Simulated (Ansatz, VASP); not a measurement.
Os2Pt in VASP and in Ansatz

```
Os Pt
1.0
    -1.65594    1.65594    4.15951
     1.65594   -1.65594    4.15951
     1.65594    1.65594   -4.15951
Os Pt
2 1
Direct
  0.67824 0.67824 0.00000
  0.32176 0.32176 0.00000
  0.00000 0.00000 0.00000
```

Alike in both runs: functional PBE; k mesh 20 × 20 × 20; occupations gaussian, width 0.1 eV; no spin polarisation.

Ansatz relaxed the structure, and its values are those at the end. VASP's run is a single point on that final structure, the one shown.

|  | VASP | Ansatz |
| --- | --- | --- |
| version | VASP 6.6.1 | Ansatz 0.2.0 |
| potentials or method | VASP PAW PBE potentials, release 64 (Os, Pt), cutoff 520 eV | scalar-relativistic, plane waves, PAW |
| valence electrons in the cell | 26 | 50 |

```tsv
	VASP	Ansatz	Ansatz less VASP
gap on the k mesh at the Fermi level (eV)	none	none	-
pressure (GPa)	-0.4	0.0	+0.38
rms of the force components (eV/Å)	0.023	0.001	-0.0216
```

A gap of «none» marks a metal or a gap that the smearing closes. With one functional, cell and mesh, what is left measures potentials, basis and numerics. VASP's potentials hold 26 valence electrons a cell and Ansatz's 50, so a difference there can come from the potentials and not from the codes.

Neither program's run includes spin-orbit coupling.
